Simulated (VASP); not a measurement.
# Mg2BeSeO2 (P4/mmm) in VASP: relaxation of cell and atoms with PBE

Aim: the relaxation of cell and atoms of Mg2BeSeO2 with PBE.

Program: VASP 6.6.1. These are calculated values, not measurements. Logs are shortened: lines on timing, memory, paths and dates and some standing lists are left out, and cuts for length are marked.

**1. The cell of the first run**

It takes space group P4/mmm (No. 123, tetragonal). The conventional cell has a = 3.505 Å, b = 3.505 Å, c = 5.874 Å, α = 90.00°, β = 90.00°, γ = 90.00°. Mg (site symmetry 4mm) has 4 O at 2.20 Å and 1 Mg at 2.65 Å and 4 Be at 2.81 Å and 4 Se at 2.96 Å within 3.0 Å. Be (site symmetry 4/mmm) has 4 O at 1.75 Å within 2.3 Å. Se (site symmetry 4/mmm) has 2 Be at 2.94 Å and 8 Mg at 2.96 Å and 8 O at 3.42 Å and 4 Se at 3.50 Å within 3.9 Å. O (site symmetry mmm) has 2 Be at 1.75 Å and 4 Mg at 2.20 Å within 2.3 Å.

The cell was built from a structure type or drawn by symmetry, and may not be a known phase.

**2. Relaxation of cell and atoms, PBE**

Contents of INCAR:

```
PREC = Accurate ; ENCUT = 600
EDIFF = 1E-6 ; ISMEAR = 0
SIGMA = 0.1 ; LREAL = False
LASPH = True ; NELM = 60
ALGO = Normal ; ISIF = 3
LWAVE = False ; LCHARG = False
GGA = PE ; IBRION = 2
NSW = 100 ; EDIFFG = -0.01
```

Contents of KPOINTS:

```
regular mesh
0
Gamma
  10 10 6
```

Contents of POSCAR:

```
Mg2BeSeO2
1.0
    3.5049650307      0.0000000000      0.0000000000
    0.0000000000      3.5049650307      0.0000000000
    0.0000000000      0.0000000000      5.8742133841
Mg Be Se O
2 1 1 2
Direct
    0.0000000000      0.0000000000      0.7748016275
    0.0000000000      0.0000000000      0.2251983725
    0.5000000000      0.5000000000      0.0000000000
    0.5000000000      0.5000000000      0.5000000000
    0.0000000000      0.5000000000      0.0000000000
    0.5000000000      0.0000000000      0.0000000000
```

Potentials or basis: VASP PAW PBE potentials, release 64 (Mg, Be, Se, O).

Started as:

```console
$ cat potpaw_PBE.64/Mg/POTCAR potpaw_PBE.64/Be/POTCAR potpaw_PBE.64/Se/POTCAR potpaw_PBE.64/O/POTCAR > POTCAR
$ mpirun -np 1 vasp_std > vasp.out
```

OUTCAR:

```text
PREC = Accurate
   ENCUT = 600
   EDIFF = 1E-6
   ISMEAR = 0
   LREAL = False
   LASPH = True
   NELM = 60
   ISIF = 3
   GGA = PE
   IBRION = 2
   NSW = 100
   EDIFFG = -0.01

 ion  position               nearest neighbor table
   1  0.000  0.000  0.775-   5 2.20   6 2.20   5 2.20   6 2.20   2 2.65   3 2.81   3 2.81   3 2.81
                             3 2.81   4 2.96   4 2.96   4 2.96   4 2.96   2 3.23
   2  0.000  0.000  0.225-   5 2.20   6 2.20   5 2.20   6 2.20   1 2.65   3 2.81   3 2.81   3 2.81
                             3 2.81   4 2.96   4 2.96   4 2.96   4 2.96   1 3.23
   3  0.500  0.500  0.000-   5 1.75   6 1.75   6 1.75   5 1.75   1 2.81   2 2.81   1 2.81   1 2.81
                             2 2.81   2 2.81   1 2.81   2 2.81
   4  0.500  0.500  0.500-   1 2.96   2 2.96   1 2.96   2 2.96   1 2.96   2 2.96   1 2.96   2 2.96

   5  0.000  0.500  0.000-   3 1.75   3 1.75   1 2.20   1 2.20   2 2.20   2 2.20
   6  0.500  0.000  0.000-   3 1.75   3 1.75   1 2.20   2 2.20   1 2.20   2 2.20

  LATTYP: Found a simple tetragonal cell.
 ALAT       =     3.5049650307
 C/A-ratio  =     1.6759691845

  Lattice vectors:

 A1 = (   3.5049650307,   0.0000000000,   0.0000000000)
 A2 = (   0.0000000000,   3.5049650307,   0.0000000000)
 A3 = (   0.0000000000,   0.0000000000,   5.8742133841)

Analysis of symmetry for initial positions (statically):
=====================================================================
 Subroutine PRICEL returns:
 Original cell was already a primitive cell.

 Routine SETGRP: Setting up the symmetry group for a
 simple tetragonal supercell.

 Subroutine GETGRP returns: Found 16 space group operations
 (whereof 16 operations were pure point group operations)
 out of a pool of 16 trial point group operations.

The static configuration has the point symmetry D_4h.

Analysis of symmetry for dynamics (positions and initial velocities):
=====================================================================
 Subroutine PRICEL returns:
 Original cell was already a primitive cell.

 Routine SETGRP: Setting up the symmetry group for a
 simple tetragonal supercell.

 Subroutine GETGRP returns: Found 16 space group operations
 (whereof 16 operations were pure point group operations)
 out of a pool of 16 trial point group operations.

The dynamic configuration has the point symmetry D_4h.

 Subroutine INISYM returns: Found 16 space group operations
 (whereof 16 operations are pure point group operations),
 and found     1 'primitive' translations

----------------------------------------------------------------------------------------

                                     Primitive cell

  volume of cell :      72.1634

  direct lattice vectors                    reciprocal lattice vectors
     3.504965031  0.000000000  0.000000000     0.285309551  0.000000000  0.000000000
     0.000000000  3.504965031  0.000000000     0.000000000  0.285309551  0.000000000
     0.000000000  0.000000000  5.874213384     0.000000000  0.000000000  0.170235559

  length of vectors
     3.504965031  3.504965031  5.874213384     0.285309551  0.285309551  0.170235559

  position of ions in fractional coordinates (direct lattice)
     0.000000000  0.000000000  0.774801627
     0.000000000  0.000000000  0.225198373
     0.500000000  0.500000000  0.000000000
     0.500000000  0.500000000  0.500000000
     0.000000000  0.500000000  0.000000000
     0.500000000  0.000000000  0.000000000

  ion indices of the primitive-cell ions
   primitive index   ion index
                 1           1
                 2           2
                 3           3
                 4           4
                 5           5
                 6           6

----------------------------------------------------------------------------------------

 KPOINTS: regular mesh

Automatic generation of k-mesh.
 Grid dimensions read from file:
 generate k-points for:   10   10    6

 Generating k-lattice:

  Cartesian coordinates                     Fractional coordinates (reciprocal lattice)
     0.028530955  0.000000000  0.000000000     0.100000000  0.000000000  0.000000000
     0.000000000  0.028530955  0.000000000     0.000000000  0.100000000  0.000000000
     0.000000000  0.000000000  0.028372593     0.000000000  0.000000000  0.166666667

  Length of vectors
     0.028530955  0.028530955  0.028372593

[... 37 lines left out ...]
   total plane-waves  NPLWV =  37632
   dimension x,y,z NGX =    28 NGY =   28 NGZ =   48
   dimension x,y,z NGXF=    56 NGYF=   56 NGZF=   96
   ions per type =               2   1   1   2
   NGX,Y,Z   is equivalent  to a cutoff of  13.28, 13.28, 13.58 a.u.
   NGXF,Y,Z  is equivalent  to a cutoff of  26.56, 26.56, 27.17 a.u.
 SYSTEM =  unknown system
   PREC   = accura    normal or accurate (medium, high low for compatibility)
   ISTART =      0    job   : 0-new  1-cont  2-samecut
   ICHARG =      2    charge: 1-file 2-atom 10-const
   ISPIN  =      1    spin polarized calculation?
   LNONCOLLINEAR =      F non collinear calculations
   LSORBIT =      F    spin-orbit coupling
   LASPH  =      T    aspherical Exc in radial PAW
   ENCUT  =  600.0 eV  44.10 Ry    6.64 a.u.   7.00  7.00 11.73*2*pi/ulx,y,z
   NELM   =     60;   NELMIN=  2; NELMDL= -5     # of ELM steps
   EDIFF  = 0.1E-05   stopping-criterion for ELM
   LREAL  =      F    real-space projection
   EDIFFG = -.1E-01   stopping-criterion for IOM
   NSW    =    100    number of steps for IOM
   IBRION =      2    ionic relax: 0-MD 1-quasi-New 2-CG
   NFREE  =      1    steps in history (QN), initial steepest desc. (CG)
   ISIF   =      3    stress and relaxation
   ISYM   =      2    0-nonsym 1-usesym 2-fastsym
   POTIM  = 0.5000    time-step for ionic-motion
   TEBEG  =    0.0;   TEEND  =   0.0 temperature during run
   PSTRESS=    0.0 pullay stress
   NELECT =      24.0000    total number of electrons
   NUPDOWN=      -1.0000    fix difference up-down
   EMIN   =  10.00;   EMAX   =-10.00  energy-range for DOS
   EFERMI =   0.00;   METHOD = LEGACY
   ISMEAR =     0;   SIGMA  =   0.10  broadening in eV -4-tet -1-fermi 0-gaus
   EFERMI_NEDOS =   21; number of points for ismear=-14 and -15
   IALGO  =     38    algorithm
   IMIX   =      4    mixing-type and parameters
     AMIX     =   0.40;   BMIX     =  1.00
     AMIX_MAG =   1.60;   BMIX_MAG =  1.00
  volume/ion in A,a.u.               =      12.03        81.16
  Fermi-wavevector in a.u.,A,eV,Ry     =   1.134243  2.143409 17.504001  1.286508
  Thomas-Fermi vector in A             =   2.270947
   LORBIT       =      0    0 simple, 1 ext, 2 COOP (PROOUT), +10 PAW based schemes
   GGA     = PE    functional components
   LHFCALC =     F    Hartree Fock is set to
   AEXX    =    0.0000 exact exchange contribution
   IVDW    =     0    specifies the selected vdW correction
   LEPSILON=     F    determine dielectric tensor
   LRPA    =     F    only Hartree local field effects (RPA)
 conjugate gradient relaxation of ions
 non-spin polarized calculation
 Gauss-broadening in eV      SIGMA  =   0.10
  energy-cutoff  :      600.00
  volume of cell :       72.16
 maximum number of plane-waves:      2428
   NGX = 15   NGY = 15   NGZ = 23

--------------------------------------- Ionic step        1  -------------------------------------------

 number of electron      23.9999996 magnetization

 Free energy of the ion-electron system (eV)
  ---------------------------------------------------
  ext. energy  EPLUGINS =         0.00000000
  ---------------------------------------------------
  free energy    TOTEN  =       -31.10437030 eV

  energy without entropy =      -31.10350566  energy(sigma->0) =      -31.10393798

------------------------ aborting loop because EDIFF is reached ----------------------------------------

  FORCE on cell =-STRESS in cart. coord.  units (eV):
  Direction    XX          YY          ZZ          XY          YZ          ZX
  --------------------------------------------------------------------------------------
  -------------------------------------------------------------------------------------
  Total       -0.0667858     -0.0667858     -0.1200559      0.0000000     -0.0000000     -0.0000000
  in kB       -1.4827835     -1.4827835     -2.6654900      0.0000000     -0.0000000     -0.0000000
  external PRESSURE =      -1.8770190 kB  Pullay stress =       0.0000000 kB

 VOLUME and BASIS-vectors are now :
 -----------------------------------------------------------------------------
  energy-cutoff  :      600.00
  volume of cell :       72.16
      direct lattice vectors                 reciprocal lattice vectors
     3.504965031  0.000000000  0.000000000     0.285309551  0.000000000  0.000000000
     0.000000000  3.504965031  0.000000000     0.000000000  0.285309551  0.000000000
     0.000000000  0.000000000  5.874213384     0.000000000  0.000000000  0.170235559

 POSITION                                       TOTAL-FORCE (eV/Angst)
 -----------------------------------------------------------------------------------
      0.00000      0.00000      4.55135         0.000000     -0.000000      0.039011
      0.00000      0.00000      1.32286        -0.000000      0.000000     -0.039011
      1.75248      1.75248      0.00000         0.000000      0.000000      0.000000
      1.75248      1.75248      2.93711         0.000000      0.000000      0.000000
      0.00000      1.75248      0.00000         0.000000      0.000000      0.000000
      1.75248      0.00000      0.00000         0.000000      0.000000      0.000000
 -----------------------------------------------------------------------------------
    total drift:                                0.000000      0.000000     -0.000000

  FREE ENERGIE OF THE ION-ELECTRON SYSTEM (eV)
  ---------------------------------------------------
  free  energy   TOTEN  =       -31.1043702962 eV

  energy  without entropy=      -31.1035056560  energy(sigma->0) =      -31.10393798

--------------------------------------- Ionic step        2  -------------------------------------------

 number of electron      23.9999996 magnetization

 Free energy of the ion-electron system (eV)
  ---------------------------------------------------
  ext. energy  EPLUGINS =         0.00000000
  ---------------------------------------------------
  free energy    TOTEN  =       -31.10451629 eV

  energy without entropy =      -31.10364771  energy(sigma->0) =      -31.10408200

 E-fermi :   5.2639     XC(G=0): -10.3886

 val. band max:        5.2131008102   @ k =   0.5000   0.0000   0.0000
 cond. band min:       5.2870106117   @ k =   0.5000   0.5000   0.3333
 fundamental gap:      0.0739098015
 Fermi energy:         5.2639291368

 k-point     1 :       0.0000    0.0000    0.0000
  band No.  band energies     occupation
      1     -14.8210      2.00000
      2     -12.1560      2.00000
      3      -7.9754      2.00000
      4      -2.1086      2.00000
      5      -1.6366      2.00000
      6      -1.6366      2.00000
[... 433 lines left out ...]
      3      -7.7818      2.00000
      4      -1.5567      2.00000
      5      -1.3532      2.00000
      6      -1.2473      2.00000
[... 8 lines left out ...]
     15      10.4024      0.00000
     16      12.2675      0.00000

 [... further k-points ...]

------------------------ aborting loop because EDIFF is reached ----------------------------------------

  FORCE on cell =-STRESS in cart. coord.  units (eV):
  Direction    XX          YY          ZZ          XY          YZ          ZX
  --------------------------------------------------------------------------------------
  -------------------------------------------------------------------------------------
  Total        0.0379981      0.0379981      0.0017067      0.0000000      0.0000000      0.0000000
  in kB        0.8453587      0.8453587      0.0379697      0.0000000      0.0000000      0.0000000
  external PRESSURE =       0.5762291 kB  Pullay stress =       0.0000000 kB

 VOLUME and BASIS-vectors are now :
 -----------------------------------------------------------------------------
  energy-cutoff  :      600.00
  volume of cell :       72.02
      direct lattice vectors                 reciprocal lattice vectors
     3.503082908  0.000000000 -0.000000000     0.285462841  0.000000000  0.000000000
     0.000000000  3.503082908 -0.000000000     0.000000000  0.285462841  0.000000000
     0.000000000 -0.000000000  5.868542990     0.000000000  0.000000000  0.170400047

 POSITION                                       TOTAL-FORCE (eV/Angst)
 -----------------------------------------------------------------------------------
      0.00000      3.50308      4.54884        -0.000000      0.000000     -0.004095
      3.50308     -0.00000      1.31971         0.000000     -0.000000      0.004095
      1.75154      1.75154     -0.00000        -0.000000     -0.000000      0.000000
      1.75154      1.75154      2.93427        -0.000000     -0.000000      0.000000
      0.00000      1.75154     -0.00000        -0.000000     -0.000000      0.000000
      1.75154      0.00000     -0.00000        -0.000000     -0.000000      0.000000
 -----------------------------------------------------------------------------------
    total drift:                                0.000000      0.000000     -0.000000

  FREE ENERGIE OF THE ION-ELECTRON SYSTEM (eV)
  ---------------------------------------------------
  free  energy   TOTEN  =       -31.1045162918 eV

  energy  without entropy=      -31.1036477117  energy(sigma->0) =      -31.10408200

 reached required accuracy - stopping structural energy minimisation
```

Wall time 4 min (1 thread of Intel Xeon 8259CL, shared host); peak memory 0.3 GiB.

What came out:

| Quantity | Value |
| --- | --- |
| Free energy | -31.1045 eV |
| Relaxed volume | 12.00 Å³/atom |
| Relaxed cell | a = 3.503 Å, b = 3.503 Å, c = 5.869 Å, α = 90.00°, β = 90.00°, γ = 90.00° |
| Space group after relaxing (to 0.1 Å) | P4/mmm (No. 123) |
| Energy gained by relaxing | 0.0 meV/atom |
| Ionic steps | 2 |
| Pressure after relaxing | 0.1 GPa |
| Largest force after relaxing | 0.004 eV/Å |
| Band gap on the k mesh | zero (filled and empty bands overlap) |

Forces in eV/Å, atoms in the order of the input:
```
Mg   0.000  0.000 -0.004
Mg   0.000  0.000  0.004
Be   0.000  0.000  0.000
Se   0.000  0.000  0.000
O    0.000  0.000  0.000
O    0.000  0.000  0.000
```

Stress tensor (GPa, compression positive):
```
0.08 0.00 0.00
0.00 0.08 0.00
0.00 0.00 0.00
```

The path:
| step | energy change (eV) | largest force (eV/Å) | pressure (GPa) | volume (Å³) |
| --- | --- | --- | --- | --- |
| 1 | 0.0000 | 0.0390 | -0.19 | 72.16 |
| 2 | -0.0001 | 0.0041 | 0.06 | 72.02 |

Final structure:
```yaml
crystal:
  lattice:
    - [3.50308, 0.00000, 0.00000]
    - [0.00000, 3.50308, 0.00000]
    - [0.00000, 0.00000, 5.86854]
  atoms:
    - { symbol: Mg, position: [0.00000, 0.00000, 0.77512] }
    - { symbol: Mg, position: [0.00000, 0.00000, 0.22488] }
    - { symbol: Be, position: [0.50000, 0.50000, 0.00000] }
    - { symbol: Se, position: [0.50000, 0.50000, 0.50000] }
    - { symbol: O, position: [0.00000, 0.50000, 0.00000] }
    - { symbol: O, position: [0.50000, 0.00000, 0.00000] }
```

Caveat: semilocal functionals underestimate gaps, so a narrow gap can read as zero.
